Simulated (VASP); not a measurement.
# SnSe (P4_132) in VASP: notebook, part 2 of 2

VASP 6.6.1.

## (3) Single point, PBE

This run uses another cell than the first one, of 60.18 Å³/atom.

The input, INCAR:

```
SYSTEM = SnSe
PREC = Accurate
ENCUT = 520
EDIFF = 1E-6
ISMEAR = 0
SIGMA = 0.1
LREAL = .FALSE.
LASPH = .TRUE.
NELM = 100
ALGO = Normal
ISIF = 2
LWAVE = .FALSE.
LCHARG = .TRUE.
GGA = PE
LELF = .TRUE.
LVHAR = .TRUE.
NBANDS = 50
```

The input, KPOINTS:

```
Automatic mesh
0
G
  4 4 4
  0 0 0
```

The input, POSCAR:

```
SnSe
1.0
    7.8377562163      0.0000000000      0.0000000000
    0.0000000000      7.8377562163      0.0000000000
    0.0000000000      0.0000000000      7.8377562163
Sn Se
4 4
Direct
    0.8750000000      0.8750000000      0.8750000000
    0.6250000000      0.1250000000      0.3750000000
    0.1250000000      0.3750000000      0.6250000000
    0.3750000000      0.6250000000      0.1250000000
    0.3750000000      0.3750000000      0.3750000000
    0.1250000000      0.6250000000      0.8750000000
    0.6250000000      0.8750000000      0.1250000000
    0.8750000000      0.1250000000      0.6250000000
```

Potentials or basis: VASP PAW PBE potentials, release 64 (Sn_d, Se).

Run with:

```bash
> cat potpaw_PBE.64/Sn_d/POTCAR potpaw_PBE.64/Se/POTCAR > POTCAR
> mpirun -np 1 vasp_std > vasp.out
```

OUTCAR:

```text
SYSTEM = SnSe
   PREC = Accurate
   ENCUT = 520
   EDIFF = 1E-6
   ISMEAR = 0
   LREAL = .FALSE.
   LASPH = .TRUE.
   NELM = 100
   ISIF = 2
   GGA = PE

 ion  position               nearest neighbor table
   1  0.875  0.875  0.875-   6 2.77   7 2.77   8 2.77
   2  0.625  0.125  0.375-   5 2.77   7 2.77   8 2.77
   3  0.125  0.375  0.625-   5 2.77   6 2.77   8 2.77
   4  0.375  0.625  0.125-   5 2.77   6 2.77   7 2.77
   5  0.375  0.375  0.375-   2 2.77   3 2.77   4 2.77
   6  0.125  0.625  0.875-   1 2.77   3 2.77   4 2.77
   7  0.625  0.875  0.125-   1 2.77   2 2.77   4 2.77
   8  0.875  0.125  0.625-   1 2.77   2 2.77   3 2.77

  LATTYP: Found a simple cubic cell.
 ALAT       =     7.8377562163

  Lattice vectors:

 A1 = (   7.8377562163,   0.0000000000,   0.0000000000)
 A2 = (   0.0000000000,   7.8377562163,   0.0000000000)
 A3 = (   0.0000000000,   0.0000000000,   7.8377562163)

Analysis of symmetry for initial positions (statically):
=====================================================================
 Subroutine PRICEL returns:
 Original cell was already a primitive cell.

 Routine SETGRP: Setting up the symmetry group for a
 simple cubic supercell.

 Subroutine GETGRP returns: Found 24 space group operations
 (whereof  3 operations were pure point group operations)
 out of a pool of 48 trial point group operations.

The static configuration has the point symmetry C_3 .
 The point group associated with its full space group is O   .

Analysis of symmetry for dynamics (positions and initial velocities):
=====================================================================
 Subroutine PRICEL returns:
 Original cell was already a primitive cell.

 Routine SETGRP: Setting up the symmetry group for a
 simple cubic supercell.

 Subroutine GETGRP returns: Found 24 space group operations
 (whereof  3 operations were pure point group operations)
 out of a pool of 48 trial point group operations.

[... 122 lines left out ...]
   LORBIT       =      0    0 simple, 1 ext, 2 COOP (PROOUT), +10 PAW based schemes
   GGA     = PE    functional components
   LHFCALC =     F    Hartree Fock is set to
   AEXX    =    0.0000 exact exchange contribution
   IVDW    =     0    specifies the selected vdW correction
   LEPSILON=     F    determine dielectric tensor
   LRPA    =     F    only Hartree local field effects (RPA)
 non-spin polarized calculation
 Gauss-broadening in eV      SIGMA  =   0.10
  energy-cutoff  :      520.00
  volume of cell :      481.48
 maximum number of plane-waves:     13037
 NGX is ok and might be reduce to    60
   NGX = 29   NGY = 29   NGZ = 29

 number of electron      79.9999944 magnetization

 Free energy of the ion-electron system (eV)
  ---------------------------------------------------
  ext. energy  EPLUGINS =         0.00000000
  ---------------------------------------------------
  free energy    TOTEN  =       -28.80258082 eV

  energy without entropy =      -28.79463245  energy(sigma->0) =      -28.79860664

 E-fermi :   0.2474     XC(G=0):  -5.7858

 val. band max:        0.1725883551   @ k =   0.2500   0.0000   0.0000
 cond. band min:       0.3389261608   @ k =   0.5000   0.0000   0.0000
 fundamental gap:      0.1663378057
 Fermi energy:         0.2474218338

 k-point     1 :       0.0000    0.0000    0.0000
  band No.  band energies     occupation
      1     -21.7174      2.00000
      2     -21.7115      2.00000
      3     -21.7115      2.00000
      4     -21.7115      2.00000
      5     -21.6757      2.00000
      6     -21.6757      2.00000
[... 519 lines left out ...]
     49       3.6489      0.00000
     50       3.6489      0.00000

------------------------ aborting loop because EDIFF is reached ----------------------------------------

  FORCE on cell =-STRESS in cart. coord.  units (eV):
  Direction    XX          YY          ZZ          XY          YZ          ZX
  --------------------------------------------------------------------------------------
  -------------------------------------------------------------------------------------
  Total       -0.0257857     -0.0257857     -0.0257857     -0.0000000      0.0000000      0.0000000
  in kB       -0.0858054     -0.0858054     -0.0858054     -0.0000000      0.0000000      0.0000000
  external PRESSURE =      -0.0858054 kB  Pullay stress =       0.0000000 kB

 VOLUME and BASIS-vectors are now :
 -----------------------------------------------------------------------------
  energy-cutoff  :      520.00
  volume of cell :      481.48
      direct lattice vectors                 reciprocal lattice vectors
     7.837756216  0.000000000  0.000000000     0.127587536  0.000000000  0.000000000
     0.000000000  7.837756216  0.000000000     0.000000000  0.127587536  0.000000000
     0.000000000  0.000000000  7.837756216     0.000000000  0.000000000  0.127587536

 POSITION                                       TOTAL-FORCE (eV/Angst)
 -----------------------------------------------------------------------------------
      6.85804      6.85804      6.85804        -0.000000     -0.000000      0.000000
      4.89860      0.97972      2.93916         0.000000     -0.000000      0.000000
      0.97972      2.93916      4.89860         0.000000     -0.000000      0.000000
      2.93916      4.89860      0.97972        -0.000000     -0.000000      0.000000
      2.93916      2.93916      2.93916         0.000000      0.000000      0.000000
      0.97972      4.89860      6.85804        -0.000000     -0.000000      0.000000
      4.89860      6.85804      0.97972        -0.000000     -0.000000      0.000000
      6.85804      0.97972      4.89860        -0.000000     -0.000000      0.000000
 -----------------------------------------------------------------------------------
    total drift:                                0.000000     -0.000000     -0.000000

  FREE ENERGIE OF THE ION-ELECTRON SYSTEM (eV)
  ---------------------------------------------------
  free  energy   TOTEN  =       -28.8025808239 eV

  energy  without entropy=      -28.7946324507  energy(sigma->0) =      -28.79860664
```

OSZICAR:

```text
N       E                     dE             d eps       ncg     rms          rms(c)
DAV:   1     0.712550590355E+03    0.71255E+03   -0.35301E+04  1008   0.154E+03
DAV:   2     0.792852544301E+02   -0.63327E+03   -0.61298E+03  1064   0.369E+02
DAV:   3    -0.233319382612E+02   -0.10262E+03   -0.97871E+02  1228   0.166E+02
DAV:   4    -0.306003473734E+02   -0.72684E+01   -0.70935E+01  1120   0.436E+01
DAV:   5    -0.308541612008E+02   -0.25381E+00   -0.25288E+00  1278   0.846E+00    0.738E+00
DAV:   6    -0.288096107218E+02    0.20446E+01   -0.35431E+00  1246   0.749E+00    0.409E+00
DAV:   7    -0.288045782523E+02    0.50325E-02   -0.94615E-01  1260   0.297E+00    0.206E+00
DAV:   8    -0.288062907264E+02   -0.17125E-02   -0.14026E-01  1344   0.206E+00    0.430E-01
DAV:   9    -0.287989977254E+02    0.72930E-02   -0.39832E-02  1246   0.927E-01    0.187E-01
DAV:  10    -0.288019176613E+02   -0.29199E-02   -0.45203E-03  1286   0.304E-01    0.812E-02
DAV:  11    -0.288025035379E+02   -0.58588E-03   -0.15173E-03  1064   0.155E-01    0.242E-02
DAV:  12    -0.288025888801E+02   -0.85342E-04   -0.35118E-04  1312   0.657E-02    0.228E-02
DAV:  13    -0.288025767250E+02    0.12155E-04   -0.87857E-05  1274   0.499E-02    0.675E-03
DAV:  14    -0.288025812588E+02   -0.45338E-05   -0.15498E-05   920   0.166E-02    0.372E-03
DAV:  15    -0.288025808239E+02    0.43484E-06   -0.48989E-07   760   0.481E-03
   1 F= -.28802581E+02 E0= -.28798607E+02  d E =-.794837E-02
```

stdout:

```text
POSCAR found type information on POSCAR SnSe
 POSCAR found :  2 types and       8 ions
 scaLAPACK will be used
 LDA part: xc-table for (Slater+PW92), standard interpolation
 POSCAR, INCAR and KPOINTS ok, starting setup
 FFT: planning ... GRIDC
 FFT: planning ... GRID_SOFT
 FFT: planning ... GRID
 WAVECAR not read
 entering main loop
```

Wall time 9.1 min (1 thread of AMD EPYC 7R13, shared host); peak memory 0.53 GiB.

What came out:

```yaml
Free_energy: -28.8026 eV
Pressure: 0.0 GPa
Band_gap_on_the_k_mesh: 0.17 eV (least direct gap 0.18 eV)
```

Caveat: semilocal functionals underestimate gaps, and a narrow one can read as zero; spin-orbit coupling is left out, which moves the levels of the heavy elements. A k mesh can miss the band edges.
